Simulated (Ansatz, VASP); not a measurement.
**HfH2 in VASP and in Ansatz**

File INCAR:

```
SYSTEM = HfH2
  ALGO = Normal
  EDIFF = 1E-8
  ENCUT = 520
  GGA = CA
  ISIF = 2
  ISMEAR = -1
  LASPH = .True.
  LCHARG = .False.
  LEFG = .True.
  LREAL = .False.
  LWAVE = .False.
  NBANDS = 13
  NELM = 80
  PREC = Accurate
  SIGMA = 0.15
```

The input KPOINTS:

```
k-points
0
Gamma
  18 18 18
  0 0 0
```

POSCAR

```
HfH2
1.0
   -1.7158863517      1.7158863517      2.1141108667
    1.7158863517     -1.7158863517      2.1141108667
    1.7158863517      1.7158863517     -2.1141108667
Hf H
1 2
Direct
    0.0000000000      0.0000000000      0.0000000000
    0.7500000000      0.2500000000      0.5000000000
    0.2500000000      0.7500000000      0.5000000000
```

Input for Ansatz:

```yaml
crystal:
  lattice:
    - [-1.7158863517, 1.7158863517, 2.1141108667]
    - [1.7158863517, -1.7158863517, 2.1141108667]
    - [1.7158863517, 1.7158863517, -2.1141108667]
  atoms:
    - { symbol: Hf, position: [0.0, 0.0, 0.0] }
    - { symbol: H, position: [0.75, 0.25, 0.5] }
    - { symbol: H, position: [0.25, 0.75, 0.5] }
basis:
  ecutwfc: 420
kpoints:
  mp_grid: { grid: [18, 18, 18] }
hamiltonian:
  xc: lda
scf:
  occupations: { method: fermi_dirac, width: 0.15 }
output:
  forces: true
  stress: true
  eigenvalues: true
  efg: {}
checkpoint:
  read: start.run
  write: ck
  compress: false
  write_wavefunctions: false
  write_every: 100000
```

Alike in both runs: task electric field gradients; functional LDA; k mesh 18 × 18 × 18; occupations fermi-dirac, width 0.15 eV; no spin polarisation.

|  | VASP | Ansatz |
| --- | --- | --- |
| version | VASP 6.6.1 | Ansatz 0.2.0 |
| potentials or method | VASP PAW LDA potentials, release 64 (Hf_pv, H), cutoff 520 eV | scalar-relativistic, plane waves, PAW |
| valence electrons in the cell | 12 | 28 |

Ansatz gave:

```
gap on the k mesh at the Fermi level (eV)            : none
pressure (GPa)                                       : 0.0
size of Vzz on the site where it differs most (V/Å²) : 35.6
```

Estimate VASP's values.

gap on the k mesh at the Fermi level (eV): none; pressure (GPa): 0.0; size of Vzz on the site where it differs most (V/Å²): 29.1.

LDA's correlation is that of Perdew and Zunger in VASP and of Perdew and Wang (1992) in Ansatz. A gap of «none» marks a metal or a gap that the smearing closes. VASP's potentials hold 12 valence electrons a cell and Ansatz's 28, so a difference there can come from the potentials and not from the codes.

Spin-orbit coupling is off throughout.
